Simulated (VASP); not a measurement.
A run of VASP 6.6.1:

Contents of INCAR:

```
  ALGO = Normal
  EDIFF = 1E-6
  ENCUT = 520
  ISIF = 2
  ISMEAR = -1
  LASPH = T
  LCHARG = F
  LREAL = F
  LWAVE = F
  NBANDS = 19
  NELM = 60
  PREC = Accurate
  SIGMA = 0.1
```

Contents of KPOINTS:

```
k-points
0
Gamma
  18 18 18
```

File POSCAR:

```
Zr
1.0
   -2.1617238986      2.1617238986      1.2006401786
    2.1617238986     -2.1617238986      1.2006401786
    2.1617238986      2.1617238986     -1.2006401786
Zr
2
Direct
   -0.3750000000     -0.1250000000     -0.2500000000
    0.3750000000      0.1250000000      0.2500000000
```

Potentials or basis: VASP PAW LDA potentials, release 64 (Zr_sv).

The run is started by

```sh
$ cat potpaw_LDA.64/Zr_sv/POTCAR > POTCAR
$ mpirun -np 1 vasp_std > vasp.out
```

Hardware: 1 thread of AMD EPYC 7R13, with other jobs on the host.

How long does it take, and how much memory?

Wall time 6.5 min on 1 thread of AMD EPYC 7R13 (shared host), peak memory 0.23 GiB. Counts: scf iterations 13, k points 480.
